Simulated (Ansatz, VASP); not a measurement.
One calculation of AlN, two programs

The input INCAR:

```
SYSTEM = AlN
PREC = Accurate ; ENCUT = 520
EDIFF = 1E-6 ; ISMEAR = -1
SIGMA = 0.3 ; LREAL = .FALSE.
LASPH = .TRUE. ; NELM = 60
ALGO = Normal ; ISIF = 2
LWAVE = .FALSE. ; LCHARG = .FALSE.
LDIPOL = .TRUE. ; IDIPOL = 3
DIPOL = 0.5 0.5 0.500 ; GGA = PS
NBANDS = 36
```

Contents of KPOINTS:

```
regular mesh
0
G
  9 9 1
  0 0 0
```

POSCAR

```
AlN
1.0
    3.1136926466      0.0000000000      0.0000000000
   -1.5568463233      2.6965369316      0.0000000000
    0.0000000000      0.0000000000     28.0466650089
N Al
6 6
Direct
    0.3333333333      0.6666666667      0.2674114729
    0.6666666667      0.3333333333      0.3562529901
    0.3333333333      0.6666666667      0.4450945074
    0.6666666667      0.3333333333      0.5339360246
    0.3333333333      0.6666666667      0.6227775418
    0.6666666667      0.3333333333      0.7116190591
    0.6666666667      0.3333333333      0.2883809409
    0.3333333333      0.6666666667      0.3772224582
    0.6666666667      0.3333333333      0.4660639754
    0.3333333333      0.6666666667      0.5549054926
    0.6666666667      0.3333333333      0.6437470099
    0.3333333333      0.6666666667      0.7325885271
```

Input for Ansatz:

```yaml
crystal:
  lattice:
    - [3.1136926466, 0.0, 0.0]
    - [-1.5568463233, 2.6965369316, 0.0]
    - [0.0, 0.0, 28.0466650089]
  atoms:
    - { symbol: "N", position: [0.3333333333, 0.6666666667, 0.2674114729] }
    - { symbol: Al, position: [0.6666666667, 0.3333333333, 0.2883809409] }
    - { symbol: "N", position: [0.6666666667, 0.3333333333, 0.3562529901] }
    - { symbol: Al, position: [0.3333333333, 0.6666666667, 0.3772224582] }
    - { symbol: "N", position: [0.3333333333, 0.6666666667, 0.4450945074] }
    - { symbol: Al, position: [0.6666666667, 0.3333333333, 0.4660639754] }
    - { symbol: "N", position: [0.6666666667, 0.3333333333, 0.5339360246] }
    - { symbol: Al, position: [0.3333333333, 0.6666666667, 0.5549054926] }
    - { symbol: "N", position: [0.3333333333, 0.6666666667, 0.6227775418] }
    - { symbol: Al, position: [0.6666666667, 0.3333333333, 0.6437470099] }
    - { symbol: "N", position: [0.6666666667, 0.3333333333, 0.7116190591] }
    - { symbol: Al, position: [0.3333333333, 0.6666666667, 0.7325885271] }
basis:
  ecutwfc: 420
kpoints:
  mp_grid: { grid: [9, 9, 1] }
hamiltonian:
  xc: pbesol
scf:
  occupations: { method: fermi_dirac, width: 0.3 }
output:
  forces: true
  stress: true
  eigenvalues: true
efield:
  axis: 3
  dipole_correction: true
  ramp_width: 0.04
```

Alike in both runs: task single point; functional PBEsol; k mesh 9 × 9 × 1; occupations fermi-dirac, width 0.3 eV; no spin polarisation.

|  | VASP | Ansatz |
| --- | --- | --- |
| version | VASP 6.6.1 | Ansatz 0.2.0 |
| potentials or method | VASP PAW PBE potentials, release 64 (N, Al), cutoff 520 eV | scalar-relativistic, plane waves, PAW |
| valence electrons in the cell | 48 | 48 |

```csv
,VASP,Ansatz,Ansatz less VASP
gap on the k mesh at the Fermi level (eV),none,none,-
rms of the force components (eV/Å),0.557,0.558,+0.0008
```

VASP's potentials were made for PBE, not for PBEsol. A gap of «none» marks a metal or a gap that the smearing closes.
